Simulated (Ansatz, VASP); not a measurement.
## Al3Au in VASP and in Ansatz

```
Al Au
1.0
    -2.02931    2.02931    4.05657
     2.02931   -2.02931    4.05657
     2.02931    2.02931   -4.05657
Al Au
3 1
Direct
  0.75000 0.25000 0.50000
  0.25000 0.75000 0.50000
  0.50000 0.50000 0.00000
  0.00000 0.00000 0.00000
```

Alike in both runs: functional PBE; k mesh 16 × 16 × 16; occupations gaussian, width 0.1 eV; no spin polarisation.

Ansatz relaxed the structure, and its values are those at the end. VASP's run is a single point on that final structure, the one shown.

|  | VASP | Ansatz |
| --- | --- | --- |
| version | VASP 6.6.1 | Ansatz 0.2.0 |
| potentials or method | VASP PAW PBE potentials, release 64 (Al, Au), cutoff 520 eV | scalar-relativistic, plane waves, PAW |
| valence electrons in the cell | 20 | 28 |

```csv
,VASP,Ansatz,Ansatz less VASP
gap on the k mesh at the Fermi level (eV),none,none,-
pressure (GPa),-0.1,0.0,+0.14
```

A gap of «none» marks a metal or a gap that the smearing closes. The functional is the same, so the differences come from potentials, cutoffs and numerics. VASP's potentials hold 20 valence electrons a cell and Ansatz's 28, so a difference there can come from the potentials and not from the codes.

Spin-orbit coupling is off throughout.
